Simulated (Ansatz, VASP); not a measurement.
One calculation of BN, two programs

The input POSCAR:

```
BN
1.0
    2.4038320361      0.0000000000      0.0000000000
   -1.2019160181      2.2552612439      0.0000000000
    0.0000000000      0.0000000000      6.6612000000
B N
2 2
Direct
    0.3333333333      0.6666666667      0.2500000000
    0.6666666667      0.3333333333      0.7500000000
    0.3333333333      0.6666666667      0.7500000000
    0.6666666667      0.3333333333      0.2500000000
```

File INCAR.step1:

```
  PREC = Accurate
  ENCUT = 520
  ISMEAR = 0
  SIGMA = 0.05
  LREAL = False
  LASPH = True
  NELM = 80
  NBANDS = 16
  GGA = PE
  ALGO = Normal
  EDIFF = 1E-4
  LWAVE = True
  LCHARG = False
```

The input INCAR.step2:

```
  PREC = Accurate
  ENCUT = 520
  EDIFF = 1E-6
  ISMEAR = 0
  SIGMA = 0.05
  LREAL = False
  LASPH = True
  NELM = 80
  ALGO = Normal
  ISIF = 2
  LWAVE = False
  LCHARG = False
  METAGGA = R2SCAN
  LMIXTAU = True
  NBANDS = 16
  ISTART = 1
```

File KPOINTS:

```
regular mesh
0
Gamma
  12 12 4
```

Input for Ansatz:

```yaml
crystal:
  lattice:
    - [2.4038320361, 0.0, 0.0]
    - [-1.2019160181, 2.2552612439, 0.0]
    - [0.0, 0.0, 6.6612]
  atoms:
    - { symbol: B, position: [0.3333333333, 0.6666666667, 0.25] }
    - { symbol: B, position: [0.6666666667, 0.3333333333, 0.75] }
    - { symbol: "N", position: [0.3333333333, 0.6666666667, 0.75] }
    - { symbol: "N", position: [0.6666666667, 0.3333333333, 0.25] }
basis:
  ecutwfc: 500
kpoints:
  mp_grid: { grid: [12, 12, 4] }
hamiltonian:
  xc: r2scan
scf:
  occupations: { method: gaussian, width: 0.05 }
output:
  forces: true
  stress: true
  eigenvalues: true
```

Change from the starting cell: strain -0.0400 x Voigt [1, -1, 0, 0, 0, 0], atoms carried along.

Alike in both runs: task single point; functional r2SCAN; k mesh 12 × 12 × 4; occupations gaussian, width 0.05 eV; no spin polarisation.

|  | VASP | Ansatz |
| --- | --- | --- |
| version | VASP 6.6.1 | Ansatz 0.2.0 |
| potentials or method | VASP PAW PBE potentials, release 64 (B, N), cutoff 520 eV | scalar-relativistic, plane waves, PAW |
| valence electrons in the cell | 16 | 16 |

Ansatz gave:

| Quantity | Value |
| --- | --- |
| gap on the k mesh at the Fermi level (eV) | 4.36 |
| least direct gap on the mesh (eV) | 5.28 |
| pressure (GPa) | 1.3 |
| traceless stress, the component that is largest in VASP (GPa) | 31.19 |
| rms of the force components (eV/Å) | 0.442 |

**Question.** What did VASP give for the same quantities?

**Answer.** gap on the k mesh at the Fermi level (eV): 4.39; least direct gap on the mesh (eV): 5.32; pressure (GPa): 1.7; traceless stress, the component that is largest in VASP (GPa): 31.55; rms of the force components (eV/Å): 0.444.

VASP's potentials were made for PBE, not for r2SCAN. Atom by atom the forces differ by 0.002 eV/Å (rms over components).
